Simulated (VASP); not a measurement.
The system is FeGe.

```
CELL_PARAMETERS angstrom
3.08620 0.00000 0.00000
-1.54310 2.67272 0.00000
0.00000 0.00000 3.00455
ATOMIC_POSITIONS crystal
Fe 0.66667 0.33333 0.50000
Ge 0.00000 0.00000 0.00000
```

- Program: VASP 6.6.1
- Task: relaxation of cell and atoms
- Functional: PBE
- Potentials or basis: VASP PAW PBE potentials, release 64 (Fe, Ge_d)
- Cutoff: 600 eV
- k mesh: 6 × 6 × 6
- Occupations: gaussian, width 0.1 eV
- Spin: collinear spin, ferromagnetic start
- Starting moments: [4.0, 0.0] μB

At the start: pressure 21.9 GPa; volume 12.39 Å³/atom.

Q: How do energy, volume and symmetry change on relaxing?

A: Over 11 steps the energy falls by 139.2 meV/atom and the volume is 13.54 Å³/atom (+9.2 %); space group P-6m2 (No. 187, to 0.05 Å); moment 1.62 μB per cell.

The path:
```
step  energy change (eV)  largest force (eV/Å)  pressure (GPa)  volume (Å³)
   1              0.0000                0.0000           21.87        24.78
   2             -0.0586                0.0000          -12.40        31.34
   3             -0.2087                0.0000           -1.26        27.99
   4             -0.2088                0.0000           -0.95        27.92
   5             -0.2320                0.0000           -1.08        27.81
   6             -0.2677                0.0000           -0.75        27.40
   7             -0.1918                0.0000            0.90        26.22
   8             -0.2782                0.0000           -0.39        27.17
   9             -0.2784                0.0000           -0.46        27.13
  10             -0.2778                0.0000            0.79        26.86
  11             -0.2785                0.0000            0.09        27.08
```

Final structure:
```
Fe Ge
1.0
     2.99426    0.00000    0.00000
    -1.49713    2.59311    0.00000
     0.00000    0.00000    3.48708
Fe Ge
1 1
Direct
  0.66667 0.33333 0.50000
  0.00000 0.00000 0.00000
```

Caveat: the k points lie up to 0.40 Å⁻¹ apart in the final cell.
